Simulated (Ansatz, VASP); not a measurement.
Two plane-wave programs on Na

```
Na
1.0
     3.62098    0.00000    0.00000
    -1.81049    3.13586    0.00000
     0.00000    0.00000    5.89817
Na
2
Direct
  0.33333 0.66667 0.20071
  0.66667 0.33333 0.79929
```

Change from the starting cell: mode 4 frozen in at +0.000 Å and mode 6 at -0.291 Å (largest displacements).

Alike in both runs: task single point; functional LDA; k mesh 15 × 15 × 8; occupations gaussian, width 0.15 eV; no spin polarisation.

|  | VASP | Ansatz |
| --- | --- | --- |
| version | VASP 6.6.1 | Ansatz 0.2.0 |
| potentials or method | VASP PAW LDA potentials, release 64 (Na_pv), cutoff 520 eV | scalar-relativistic, plane waves, PAW |
| valence electrons in the cell | 14 | 18 |

|  | VASP | Ansatz | Ansatz less VASP |
| --- | --- | --- | --- |
| gap on the k mesh at the Fermi level (eV) | none | none | - |
| pressure (GPa) | 0.8 | 0.8 | -0.06 |
| traceless stress, the component that is largest in VASP (GPa) | 0.31 | 0.31 | -0.001 |
| rms of the force components (eV/Å) | 0.301 | 0.299 | -0.0011 |

LDA's correlation is that of Perdew and Zunger in VASP and of Perdew and Wang (1992) in Ansatz. Atom by atom the forces differ by 0.001 eV/Å (rms over components). A gap of «none» marks a metal or a gap that the smearing closes. VASP's potentials hold 14 valence electrons a cell and Ansatz's 18, so a difference there can come from the potentials and not from the codes.
